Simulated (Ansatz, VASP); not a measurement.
Given: the input of a run of Ansatz 0.2.0 on Al.

File input:

```
crystal:
  lattice:
    - [0.0, 2.0645171409, 2.0645171409]
    - [2.0645171409, 0.0, 2.0645171409]
    - [2.0645171409, 2.0645171409, 0.0]
  atoms:
    - { symbol: Al, position: [0.0, 0.0, 0.0] }
hamiltonian:
  xc: pbe0
  pseudopotentials: { kind: paw }
kpoints:
  mp_grid: { grid: [6, 6, 6] }
scf:
  occupations: { method: fermi_dirac, width: 0.05 }
output:
  forces: true
  stress: true
  eigenvalues: true
```

Translate it to VASP 6.6.1. Potentials there: VASP PAW PBE potentials, release 64 (Al).

As run (the cutoff follows the program's own potentials):

POSCAR

```
Al
1.0
    0.0000000000      2.0645171409      2.0645171409
    2.0645171409      0.0000000000      2.0645171409
    2.0645171409      2.0645171409      0.0000000000
Al
1
Direct
    0.0000000000      0.0000000000      0.0000000000
```

File INCAR.step1:

```
PREC = Accurate
ENCUT = 520
EDIFF = 1E-5
ISMEAR = -1
SIGMA = 0.05
LREAL = F
LASPH = T
NELM = 60
ALGO = Normal
ISIF = 2
LWAVE = T
LCHARG = F
NBANDS = 8
GGA = PE
```

File INCAR.step2:

```
PREC = Accurate
ENCUT = 520
EDIFF = 1E-6
ISMEAR = -1
SIGMA = 0.05
LREAL = F
LASPH = T
NELM = 60
ALGO = Normal
ISIF = 2
LWAVE = F
LCHARG = F
GGA = PE
LHFCALC = T
AEXX = 0.25
PRECFOCK = Normal
NBANDS = 8
ISTART = 1
```

The input KPOINTS:

```
regular mesh
0
Gamma
  6 6 6
```

Potentials or basis: VASP PAW PBE potentials, release 64 (Al).

Launch:

```bash
$ cat potpaw_PBE.64/Al/POTCAR > POTCAR
$ cp INCAR.step1 INCAR
$ mpirun -np 1 vasp_std > vasp.out
$ cp INCAR.step2 INCAR
$ mpirun -np 1 vasp_std > vasp.out
```

Both were run:

|  | VASP | Ansatz | Ansatz less VASP |
| --- | --- | --- | --- |
| gap on the k mesh at the Fermi level (eV) | none | none | - |
| pressure (GPa) | -5.2 | -5.2 | +0.01 |

A gap of «none» marks a metal or a gap that the smearing closes.

The k mesh is coarse, so the values compare programs but aren't converged.
